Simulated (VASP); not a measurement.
# Si (Pm-3m) in VASP: a series of runs, part 3 of 3

VASP 6.6.1. Earlier steps stand in the parts before.

## 5. Single point, PBE-based screened hybrid

Input file POSCAR:

```
Si
1.0
    2.5321100000      0.0000000000      0.0000000000
    0.0000000000      2.5321100000      0.0000000000
    0.0000000000      0.0000000000      2.5321100000
Si
1
Direct
    0.5000000000      0.5000000000      0.5000000000
```

Input file INCAR.step1:

```
SYSTEM = Si
  ALGO = Normal
  EDIFF = 1E-5
  ENCUT = 520
  GGA = PE
  ISIF = 2
  ISMEAR = -1
  LASPH = .TRUE.
  LCHARG = .FALSE.
  LREAL = .FALSE.
  LWAVE = .TRUE.
  NBANDS = 8
  NELM = 80
  PREC = Accurate
  SIGMA = 0.05
```

Input file INCAR.step2:

```
SYSTEM = Si
  AEXX = 0.25
  ALGO = Normal
  EDIFF = 1E-7
  ENCUT = 520
  GGA = PE
  HFSCREEN = 0.4
  ISIF = 2
  ISMEAR = -1
  ISTART = 1
  LASPH = .TRUE.
  LCHARG = .FALSE.
  LHFCALC = .TRUE.
  LREAL = .FALSE.
  LWAVE = .FALSE.
  NBANDS = 8
  NELM = 80
  PREC = Accurate
  PRECFOCK = Normal
  SIGMA = 0.05
```

Input file KPOINTS:

```
k-points
0
G
  5 5 5
  0 0 0
```

Potentials or basis: VASP PAW PBE potentials, release 64 (Si).

On the command line:

```console
cat potpaw_PBE.64/Si/POTCAR > POTCAR
cp INCAR.step1 INCAR
mpirun -np 1 vasp_std > vasp.out
cp INCAR.step2 INCAR
mpirun -np 1 vasp_std > vasp.out
```

OUTCAR:

```text
SYSTEM = Si
   AEXX = 0.25
   EDIFF = 1E-7
   ENCUT = 520
   GGA = PE
   HFSCREEN = 0.4
   ISIF = 2
   ISMEAR = -1
   ISTART = 1
   LASPH = .TRUE.
   LHFCALC = .TRUE.
   LREAL = .FALSE.
   NELM = 80
   PREC = Accurate
   PRECFOCK = Normal

 ion  position               nearest neighbor table
   1  0.500  0.500  0.500-

  LATTYP: Found a simple cubic cell.
 ALAT       =     2.5321100000

  Lattice vectors:

 A1 = (   2.5321100000,   0.0000000000,   0.0000000000)
 A2 = (   0.0000000000,   2.5321100000,   0.0000000000)
 A3 = (   0.0000000000,   0.0000000000,   2.5321100000)

Analysis of symmetry for initial positions (statically):
=====================================================================
 Subroutine PRICEL returns:
 Original cell was already a primitive cell.

 Routine SETGRP: Setting up the symmetry group for a
 simple cubic supercell.

 Subroutine GETGRP returns: Found 48 space group operations
 (whereof 48 operations were pure point group operations)
 out of a pool of 48 trial point group operations.

The static configuration has the point symmetry O_h .

Analysis of symmetry for dynamics (positions and initial velocities):
=====================================================================
 Subroutine PRICEL returns:
 Original cell was already a primitive cell.

 Routine SETGRP: Setting up the symmetry group for a
 simple cubic supercell.

 Subroutine GETGRP returns: Found 48 space group operations
 (whereof 48 operations were pure point group operations)
 out of a pool of 48 trial point group operations.

The dynamic configuration has the point symmetry O_h .

 Subroutine INISYM returns: Found 48 space group operations
 (whereof 48 operations are pure point group operations),
 and found     1 'primitive' translations

[... 104 lines left out ...]
   PRECFOCK=normal    Normal, Fast or Accurate (Low or Medium for compatibility)
   ENCUT4O =  -1.0   cutoff for four orbital integrals eV
   NKREDX  =     1    reduce k-point grid by
   NKREDY  =     1    reduce k-point grid by
   NKREDZ  =     1    reduce k-point grid by
   AEXX    =    0.2500 exact exchange contribution
   HFSCREEN=    0.4000 screening length (either q_TF or 0.3 A-1)
   HFSCREENC=   0.4000 screening length for correlation (either q_TF or 0.3 A-1)
   ENCUTFOCK=  -1.0 apply spherical cutoff to Coloumb kernel
   IVDW    =     0    specifies the selected vdW correction
   LEPSILON=     F    determine dielectric tensor
   LRPA    =     F    only Hartree local field effects (RPA)
 non-spin polarized calculation
  energy-cutoff  :      520.00
  volume of cell :       16.23
 maximum number of plane-waves:       461
 NGX is ok and might be reduce to    20
  NGX = 16; NGY = 16; NGZ = 16

 number of electron       4.0000000 magnetization

 Free energy of the ion-electron system (eV)
  ---------------------------------------------------
  ext. energy  EPLUGINS =         0.00000000
  ---------------------------------------------------
  free energy    TOTEN  =        -5.53669366 eV

  energy without entropy =       -5.53336698  energy(sigma->0) =       -5.53503032

 E-fermi :   7.9325     XC(G=0):  -9.0755

 val. band max:        7.7757043731   @ k =   0.4000   0.4000   0.2000
 cond. band min:       8.5383871636   @ k =   0.4000   0.4000   0.4000
 fundamental gap:      0.7626827905
 Fermi energy:         7.9324745307

 k-point     1 :       0.0000    0.0000    0.0000
  band No.  band energies     occupation
      1      -6.2842      2.00000
      2      16.2000      0.00000
      3      16.2000      0.00000
      4      16.4770      0.00000
      5      16.4770      0.00000
      6      16.4770      0.00000
      7      24.4520      0.00000
      8      34.1616      0.00000
[... 89 lines left out ...]
 k-point    10 :       0.4000    0.4000    0.4000
  band No.  band energies     occupation
      1       4.8368      2.00000
      2       8.5384      0.00001
      3       8.5384      0.00001
      4      12.3702      0.00000
      5      15.2958      0.00000
      6      15.2958      0.00000
      7      16.2348      0.00000
      8      22.4701      0.00000

------------------------ aborting loop because EDIFF is reached ----------------------------------------

  FORCE on cell =-STRESS in cart. coord.  units (eV):
  Direction    XX          YY          ZZ          XY          YZ          ZX
  --------------------------------------------------------------------------------------
  -------------------------------------------------------------------------------------
  Total        0.1709270      0.1709270      0.1709270      0.0000000      0.0000000      0.0000000
  in kB       16.8683910     16.8683910     16.8683910      0.0000000      0.0000000      0.0000000
  external PRESSURE =      16.8683910 kB  Pullay stress =       0.0000000 kB

 VOLUME and BASIS-vectors are now :
 -----------------------------------------------------------------------------
  energy-cutoff  :      520.00
  volume of cell :       16.23
      direct lattice vectors                 reciprocal lattice vectors
     2.532110000  0.000000000  0.000000000     0.394927551  0.000000000  0.000000000
     0.000000000  2.532110000  0.000000000     0.000000000  0.394927551  0.000000000
     0.000000000  0.000000000  2.532110000     0.000000000  0.000000000  0.394927551

 POSITION                                       TOTAL-FORCE (eV/Angst)
 -----------------------------------------------------------------------------------
      1.26605      1.26605      1.26605         0.000000      0.000000      0.000000
 -----------------------------------------------------------------------------------
    total drift:                               -0.000000      0.000002     -0.000005

  FREE ENERGIE OF THE ION-ELECTRON SYSTEM (eV)
  ---------------------------------------------------
  free  energy   TOTEN  =        -5.5366936553 eV

  energy  without entropy=       -5.5333669787  energy(sigma->0) =       -5.53503032
```

OSZICAR.step1:

```text
N       E                     dE             d eps       ncg     rms          rms(c)
DAV:   1    -0.117199248500E+01   -0.11720E+01   -0.17668E+03   168   0.399E+02
DAV:   2    -0.508905137284E+01   -0.39171E+01   -0.35971E+01   232   0.344E+01
DAV:   3    -0.511036424418E+01   -0.21313E-01   -0.21313E-01   200   0.294E+00
DAV:   4    -0.511039467119E+01   -0.30427E-04   -0.30428E-04   224   0.125E-01
DAV:   5    -0.511039467534E+01   -0.41453E-08   -0.37842E-08   192   0.120E-03    0.263E+00
DAV:   6    -0.511061449266E+01   -0.21982E-03   -0.63383E-04   176   0.153E-01    0.153E+00
DAV:   7    -0.511073898026E+01   -0.12449E-03   -0.16826E-03   200   0.245E-01    0.128E-01
DAV:   8    -0.511076831359E+01   -0.29333E-04   -0.26241E-05   200   0.363E-02    0.186E-02
DAV:   9    -0.511076923231E+01   -0.91872E-06   -0.40097E-07   128   0.425E-03
   1 F= -.51107692E+01 E0= -.51091052E+01  d E =-.332812E-02
```

Wall time 23 s (1 thread of Intel Xeon 6975P-C (Granite Rapids), shared host); peak memory 0.21 GiB.

Results:

```
Free energy            : -5.5367 eV
Pressure               : 1.7 GPa
Band gap on the k mesh : zero (band 2 reaches 16.20 eV, above the bottom of band 3 at 6.98 eV)
```

Caveat: the k points lie up to 0.50 Å⁻¹ apart; the PAW data sets were made with another functional, which shifts forces and pressure a little.

## 6. The runs side by side

```csv
screening parameter,gap on the mesh (eV),pressure (GPa)
0.1 1/Å,none,0.8
0.15 1/Å,none,0.9
0.2 1/Å,none,1.1
0.4 1/Å,none,1.7
```

Alike in all rows: task single point; level PBE-based screened hybrid; potentials or basis VASP PAW PBE potentials, release 64 (Si); no spin polarisation; cell as given; k mesh 5 × 5 × 5; cutoff (eV) 520; smearing fermi-dirac 0.05 eV.

Caveats: all runs use coarse meshes; the PAW data sets were made with another functional, which shifts forces and pressure a little.

Absolute energies hang on the potentials; compare differences alone.
